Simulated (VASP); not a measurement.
# Si7O16 (a cell with a defect) in VASP: a series of runs

The runs below take Si7O16 (a cell with a defect) through single point, with PBE+D3(BJ).

Program: VASP 6.6.1. These are calculated values, not measurements. Logs are shortened: lines on timing, memory, paths and dates and some standing lists are left out, and cuts for length are marked.

**1. The cell of the first run**

The cell holds a defect, 23 atoms: a = 5.910 Å, b = 5.910 Å, c = 5.330 Å, α = 90.00°, β = 90.00°, γ = 90.00°.

**2. Single point, PBE+D3(BJ)**

INCAR

```
ALGO = Normal
EDIFF = 1E-7
ENCUT = 520
GGA = PE
ISIF = 2
ISMEAR = 0
IVDW = 12
LASPH = True
LCHARG = False
LREAL = Auto
LWAVE = False
NBANDS = 79
NELM = 100
PREC = Accurate
SIGMA = 0.02
```

KPOINTS

```
k-points
0
Gamma
  2 2 3
```

POSCAR

```
Si7O16
1.0
   -4.1790000000     -4.1790000000      0.0000000000
    4.1790000000     -4.1790000000      0.0000000000
    0.0000000000      0.0000000000      5.3298000000
Si O
7 16
Direct
    0.5004170854      0.4900019143      0.0003688694
    0.5009886336      0.4934882747      0.4952613607
   -0.0000856664      0.5368061737      0.8229911066
    0.0007998325      0.0228981814     -0.0015677887
    0.5006557789     -0.0062145250      0.2463261286
    0.0006691792      0.0026344819      0.4943314946
    0.5007092606     -0.0056925102      0.7446063642
    0.2150969131      0.4865393635      0.0045609591
    0.0008831060      0.1940726250      0.2555932680
    0.7858571429      0.4861196458      0.0058754550
    0.0007653745      0.8194274946      0.2380500206
    0.2063846614      0.5023760469      0.5220315959
    0.0007126107      0.1990930845      0.7437162745
    0.7953894472      0.5024837282      0.5230194379
    0.0007986360      0.8143774827      0.7555242223
    0.6938670735     -0.0004107442     -0.0054135240
    0.5005909308      0.6903600144      0.2467711734
    0.3075991864     -0.0003847810     -0.0054885737
    0.5004752333      0.2948368031      0.2524030920
    0.6952714764     -0.0099522613      0.4970028894
    0.5008198134      0.6921955013      0.7488431086
    0.3061646327     -0.0100045465      0.4970801906
    0.5006987318      0.2943689878      0.7423749484
```

Potentials or basis: VASP PAW PBE potentials, release 64 (Si, O).

Started as:

```
$ cat potpaw_PBE.64/Si/POTCAR potpaw_PBE.64/O/POTCAR > POTCAR
$ mpirun -np 1 vasp_std > vasp.out
```

OUTCAR:

```text
EDIFF = 1E-7
   ENCUT = 520
   GGA = PE
   ISIF = 2
   ISMEAR = 0
   IVDW = 12
   LASPH = True
   LREAL = Auto
   NELM = 100
   PREC = Accurate
 IVDW          = 12

 ion  position               nearest neighbor table
   1  0.500  0.490  0.000-   8 1.69  10 1.69  17 1.77  19 1.77  21 1.80  23 1.80   2 2.64   2 2.69
                             3 3.11   3 3.12
   2  0.501  0.493  0.495-  14 1.75  19 1.75  12 1.75  17 1.76  23 1.77  21 1.79   1 2.64   1 2.69

   3  1.000  0.537  0.823-  10 1.62   8 1.63  15 1.68  14 2.01  12 2.03  13 2.04   4 3.02   1 3.11
                             1 3.12
   4  0.001  0.023  0.998-   9 1.70  13 1.71  11 1.75  15 1.79  18 1.82  16 1.82   6 2.65   6 2.69
                             3 3.02
   5  0.501  0.994  0.246-  18 1.76  16 1.76  22 1.76  20 1.76  19 1.78  17 1.79   7 2.66   7 2.67

   6  0.001  0.003  0.494-   9 1.70  11 1.74  13 1.76  15 1.78  20 1.81  22 1.81   4 2.65   4 2.69

   7  0.501  0.994  0.745-  22 1.75  20 1.75  18 1.75  16 1.75  23 1.77  21 1.79   5 2.66   5 2.67

   8  0.215  0.487  0.005-   3 1.63   1 1.69
   9  0.001  0.194  0.256-   6 1.70   4 1.70
  10  0.786  0.486  0.006-   3 1.62   1 1.69
  11  0.001  0.819  0.238-   6 1.74   4 1.75
  12  0.206  0.502  0.522-   2 1.75   3 2.03
  13  0.001  0.199  0.744-   4 1.71   6 1.76   3 2.04
  14  0.795  0.502  0.523-   2 1.75   3 2.01
  15  0.001  0.814  0.756-   3 1.68   6 1.78   4 1.79
  16  0.694  1.000  0.995-   7 1.75   5 1.76   4 1.82
  17  0.501  0.690  0.247-   2 1.76   1 1.77   5 1.79
  18  0.308  1.000  0.995-   7 1.75   5 1.76   4 1.82
  19  0.500  0.295  0.252-   2 1.75   1 1.77   5 1.78
  20  0.695  0.990  0.497-   7 1.75   5 1.76   6 1.81
  21  0.501  0.692  0.749-   7 1.79   2 1.79   1 1.80
  22  0.306  0.990  0.497-   7 1.75   5 1.76   6 1.81
  23  0.501  0.294  0.742-   2 1.77   7 1.77   1 1.80

  LATTYP: Found a simple tetragonal cell.
 ALAT       =     5.9099984772
 C/A-ratio  =     0.9018276435

  Lattice vectors:

 A1 = (  -4.1790000000,  -4.1790000000,   0.0000000000)
 A2 = (   4.1790000000,  -4.1790000000,   0.0000000000)
 A3 = (   0.0000000000,   0.0000000000,   5.3298000000)

Analysis of symmetry for initial positions (statically):
=====================================================================
 Subroutine PRICEL returns:
 Original cell was already a primitive cell.

 Routine SETGRP: Setting up the symmetry group for a
 simple tetragonal supercell.

 Subroutine GETGRP returns: Found  1 space group operations
 (whereof  1 operations were pure point group operations)
 out of a pool of 16 trial point group operations.

The static configuration has the point symmetry C_1 .

Analysis of symmetry for dynamics (positions and initial velocities):
=====================================================================
 Subroutine PRICEL returns:
 Original cell was already a primitive cell.

 Routine SETGRP: Setting up the symmetry group for a
 simple tetragonal supercell.

 Subroutine GETGRP returns: Found  1 space group operations
 (whereof  1 operations were pure point group operations)
 out of a pool of 16 trial point group operations.

The dynamic configuration has the point symmetry C_1 .

 Subroutine INISYM returns: Found  1 space group operations
 (whereof  1 operations are pure point group operations),
 and found     1 'primitive' translations

----------------------------------------------------------------------------------------

                                     Primitive cell

  volume of cell :     186.1597

  direct lattice vectors                    reciprocal lattice vectors
    -4.179000000 -4.179000000  0.000000000    -0.119645848 -0.119645848  0.000000000
     4.179000000 -4.179000000  0.000000000     0.119645848 -0.119645848  0.000000000
     0.000000000  0.000000000  5.329800000     0.000000000  0.000000000  0.187624301

  length of vectors
     5.909998477  5.909998477  5.329800000     0.169204781  0.169204781  0.187624301

  position of ions in fractional coordinates (direct lattice)
     0.500417085  0.490001914  0.000368869
     0.500988634  0.493488275  0.495261361
     0.999914334  0.536806174  0.822991107
     0.000799833  0.022898181  0.998432211
     0.500655779  0.993785475  0.246326129
     0.000669179  0.002634482  0.494331495
[... 15 lines left out ...]
     0.306164633  0.989995454  0.497080191
     0.500698732  0.294368988  0.742374948

  ion indices of the primitive-cell ions
   primitive index   ion index
                 1           1
                 2           2
                 3           3
                 4           4
                 5           5
                 6           6
[... 15 lines left out ...]
                22          22
                23          23

----------------------------------------------------------------------------------------

 KPOINTS: k-points

Automatic generation of k-mesh.
 Grid dimensions read from file:
 generate k-points for:    2    2    3

 Generating k-lattice:

  Cartesian coordinates                     Fractional coordinates (reciprocal lattice)
    -0.059822924 -0.059822924  0.000000000     0.500000000  0.000000000  0.000000000
     0.059822924 -0.059822924  0.000000000     0.000000000  0.500000000  0.000000000
     0.000000000  0.000000000  0.062541434     0.000000000  0.000000000  0.333333333

  Length of vectors
     0.084602391  0.084602391  0.062541434

  Shift w.r.t. Gamma in fractional coordinates (k-lattice)
     0.000000000  0.000000000  0.000000000

 Subroutine IBZKPT returns following result:
 ===========================================

 Found      8 irreducible k-points:

 Following reciprocal coordinates:
            Coordinates               Weight
  0.000000  0.000000  0.000000      1.000000
  0.500000  0.000000  0.000000      1.000000
  0.000000  0.500000  0.000000      1.000000
  0.500000  0.500000  0.000000      1.000000
  0.000000  0.000000  0.333333      2.000000
  0.500000  0.000000  0.333333      2.000000
  0.000000  0.500000  0.333333      2.000000
  0.500000  0.500000  0.333333      2.000000
   k-points           NKPTS =      8   k-points in BZ     NKDIM =      8   number of bands    NBANDS=     79
   number of dos      NEDOS =    301   number of ions     NIONS =     23
   total plane-waves  NPLWV =  92160
   dimension x,y,z NGX =    48 NGY =   48 NGZ =   40
   dimension x,y,z NGXF=    96 NGYF=   96 NGZF=   80
   ions per type =               7  16
   NGX,Y,Z   is equivalent  to a cutoff of  13.50, 13.50, 12.48 a.u.
   NGXF,Y,Z  is equivalent  to a cutoff of  27.00, 27.00, 24.95 a.u.
 SYSTEM =  unknown system
   PREC   = accura    normal or accurate (medium, high low for compatibility)
   ISTART =      0    job   : 0-new  1-cont  2-samecut
   ICHARG =      2    charge: 1-file 2-atom 10-const
   ISPIN  =      1    spin polarized calculation?
   LNONCOLLINEAR =      F non collinear calculations
   LSORBIT =      F    spin-orbit coupling
   LASPH  =      T    aspherical Exc in radial PAW
   ENCUT  =  520.0 eV  38.22 Ry    6.18 a.u.  10.99 10.99  9.91*2*pi/ulx,y,z
   NELM   =    100;   NELMIN=  2; NELMDL= -5     # of ELM steps
   EDIFF  = 0.1E-06   stopping-criterion for ELM
   LREAL  =      T    real-space projection
   EDIFFG = 0.1E-05   stopping-criterion for IOM
   NSW    =      0    number of steps for IOM
   IBRION =     -1    ionic relax: 0-MD 1-quasi-New 2-CG
   NFREE  =      0    steps in history (QN), initial steepest desc. (CG)
   ISIF   =      2    stress and relaxation
   ISYM   =      2    0-nonsym 1-usesym 2-fastsym
   POTIM  = 0.5000    time-step for ionic-motion
   TEBEG  =    0.0;   TEEND  =   0.0 temperature during run
   PSTRESS=    0.0 pullay stress
   NELECT =     124.0000    total number of electrons
   NUPDOWN=      -1.0000    fix difference up-down
   EMIN   =  10.00;   EMAX   =-10.00  energy-range for DOS
   EFERMI =   0.00;   METHOD = LEGACY
   ISMEAR =     0;   SIGMA  =   0.02  broadening in eV -4-tet -1-fermi 0-gaus
   EFERMI_NEDOS =   21; number of points for ismear=-14 and -15
   IALGO  =     38    algorithm
   IMIX   =      4    mixing-type and parameters
     AMIX     =   0.40;   BMIX     =  1.00
     AMIX_MAG =   1.60;   BMIX_MAG =  1.00
  volume/ion in A,a.u.               =       8.09        54.62
  Fermi-wavevector in a.u.,A,eV,Ry     =   1.429728  2.701795 27.811981  2.044123
  Thomas-Fermi vector in A             =   2.549650
   LORBIT       =      0    0 simple, 1 ext, 2 COOP (PROOUT), +10 PAW based schemes
   GGA     = PE    functional components
   LHFCALC =     F    Hartree Fock is set to
   AEXX    =    0.0000 exact exchange contribution
   IVDW    =    12    specifies the selected vdW correction
   LEPSILON=     F    determine dielectric tensor
   LRPA    =     F    only Hartree local field effects (RPA)
 non-spin polarized calculation
 Gauss-broadening in eV      SIGMA  =   0.02
  energy-cutoff  :      520.00
  volume of cell :      186.16
 maximum number of plane-waves:      5031
 NGX is ok and might be reduce to    48
   NGX = 21   NGY = 21   NGZ = 19

 number of electron     123.9999998 magnetization

 Free energy of the ion-electron system (eV)
  ---------------------------------------------------
  ext. energy  EPLUGINS =         0.00000000
  ---------------------------------------------------
  free energy    TOTEN  =      -164.22639025 eV

  energy without entropy =     -164.22458557  energy(sigma->0) =     -164.22548791

 E-fermi :   6.4017     XC(G=0): -11.9703

 val. band max:        6.3804328390   @ k =   0.5000   0.0000   0.3333
 cond. band min:       6.4146675335   @ k =   0.5000   0.5000   0.0000
 fundamental gap:      0.0342346944
 Fermi energy:         6.4016589646

 k-point     1 :       0.0000    0.0000    0.0000
  band No.  band energies     occupation
      1     -15.5864      2.00000
      2     -14.0016      2.00000
      3     -13.3667      2.00000
      4     -13.0872      2.00000
      5     -12.9478      2.00000
      6     -12.6023      2.00000
[... 66 lines left out ...]
     73      16.6897      0.00000
     74      17.2730      0.00000

 k-point     2 :       0.5000    0.0000    0.0000
  band No.  band energies     occupation
      1     -15.2515      2.00000
      2     -14.5873      2.00000
      3     -13.3903      2.00000
      4     -12.9948      2.00000
      5     -12.9386      2.00000
      6     -12.7882      2.00000
[... 66 lines left out ...]
     73      16.5017      0.00000
     74      16.5824      0.00000

 k-point     3 :       0.0000    0.5000    0.0000
  band No.  band energies     occupation
      1     -15.2269      2.00000
      2     -14.6170      2.00000
      3     -13.4704      2.00000
      4     -13.0709      2.00000
      5     -12.8368      2.00000
      6     -12.7149      2.00000
[... 374 lines left out ...]
     73      17.2434      0.00000
     74      17.5967      0.00000

 k-point     8 :       0.5000    0.5000    0.3333
  band No.  band energies     occupation
      1     -14.4334      2.00000
      2     -14.1883      2.00000
      3     -14.1721      2.00000
      4     -13.6141      2.00000
      5     -13.3723      2.00000
      6     -13.2888      2.00000
[... 66 lines left out ...]
     73      17.2573      0.00000
     74      17.3633      0.00000
 [bands above 74 left out]

------------------------ aborting loop because EDIFF is reached ----------------------------------------

 Edisp (eV)   -4.91953

 E8    (eV) :    -1.6616

  FORCE on cell =-STRESS in cart. coord.  units (eV):
  Direction    XX          YY          ZZ          XY          YZ          ZX
  --------------------------------------------------------------------------------------
  -------------------------------------------------------------------------------------
  Total      10.90357    10.90571    10.18845     0.36944     1.28158    -1.11832
  in kB      93.84125    93.85960    87.68657     3.17960    11.02989    -9.62479
  external pressure =       91.80 kB  Pullay stress =        0.00 kB

 VOLUME and BASIS-vectors are now :
 -----------------------------------------------------------------------------
  energy-cutoff  :      520.00
  volume of cell :      186.16
      direct lattice vectors                 reciprocal lattice vectors
    -4.179000000 -4.179000000  0.000000000    -0.119645848 -0.119645848  0.000000000
     4.179000000 -4.179000000  0.000000000     0.119645848 -0.119645848  0.000000000
     0.000000000  0.000000000  5.329800000     0.000000000  0.000000000  0.187624301

 POSITION                                       TOTAL-FORCE (eV/Angst)
 -----------------------------------------------------------------------------------
     -0.04353     -4.13896      0.00197         0.066195     -0.073543      0.135101
     -0.03134     -4.15592      2.63964         0.102930     -0.091331      0.107488
     -1.93533     -6.42196      4.38638        -1.762096      1.743573     -4.121847
      0.09235     -0.09903      5.32144        -0.476396      0.480480     -0.022303
      2.06079     -6.24527      1.31287         0.007482     -0.014034      0.051279
      0.00821     -0.01381      2.63469        -0.014541      0.008559      0.358433
[... 15 lines left out ...]
      2.85773     -5.41665      2.64934         0.109091     -0.119156      0.125273
     -0.86225     -3.32259      3.95671         0.059346     -0.057149      0.103815
 -----------------------------------------------------------------------------------
    total drift:                                0.025596     -0.026563     -0.009341

  FREE ENERGIE OF THE ION-ELECTRON SYSTEM (eV)
  ---------------------------------------------------
  free  energy   TOTEN  =      -169.1459158916 eV

  energy  without entropy=     -169.1441112043  energy(sigma->0) =     -169.14501355
```

It took 4.8 min on 1 thread of Intel Xeon Platinum 8259CL at 2.50GHz (Skylake/Cascade Lake), shared host; peak memory 0.31 GiB.

Results:

```
Free energy                : -169.1459 eV
Pressure                   : 9.2 GPa
Largest force              : 4.810 eV/Å
Band gap on the k mesh     : zero (band 62 reaches 6.50 eV, above the bottom of band 63 at 6.27 eV)
Dispersion energy per atom : -0.214 eV
```

Forces in eV/Å, atoms in the order of the input:
```
Si   0.066 -0.074  0.135
Si   0.103 -0.091  0.107
Si  -1.762  1.744 -4.122
Si  -0.476  0.480 -0.022
Si   0.007 -0.014  0.051
Si  -0.015  0.009  0.358
Si   0.021 -0.027  0.097
O    0.647 -0.151  0.033
O   -0.078  0.078 -0.083
O    0.166 -0.654  0.008
O    0.278 -0.282  0.678
O    0.384  0.116  0.695
O    0.197 -0.194  0.397
O   -0.118 -0.386  0.688
O    0.054 -0.041  0.214
O    0.011 -0.014  0.069
O    0.029 -0.033  0.152
O    0.014 -0.006  0.070
O    0.122 -0.129  0.105
O    0.125 -0.107  0.127
O    0.056 -0.047  0.013
O    0.109 -0.119  0.125
O    0.059 -0.057  0.104
```

Stress tensor (GPa, compression positive):
```
 9.38  0.32 -0.96
 0.32  9.39  1.10
-0.96  1.10  8.77
```

Levels at points of the mesh, in eV from the Fermi level:
```csv
k point,band 59,band 60,band 61,band 62,band 63,band 64,band 65,band 66
"(0.00, 0.00, 0.00)",-0.56,-0.19,-0.07,0.06,0.16,0.66,6.25,7.43
"(0.50, 0.00, 0.00)",-0.58,-0.43,-0.42,-0.19,0.25,0.27,7.31,7.44
"(0.00, 0.50, 0.00)",-0.42,-0.29,-0.23,-0.07,0.04,0.08,7.32,7.55
"(0.50, 0.50, 0.00)",-0.42,-0.26,-0.18,0.01,0.09,0.26,8.18,8.24
```

Caveat: the k points lie up to 0.53 Å⁻¹ apart.

[end of part 1 of 2]
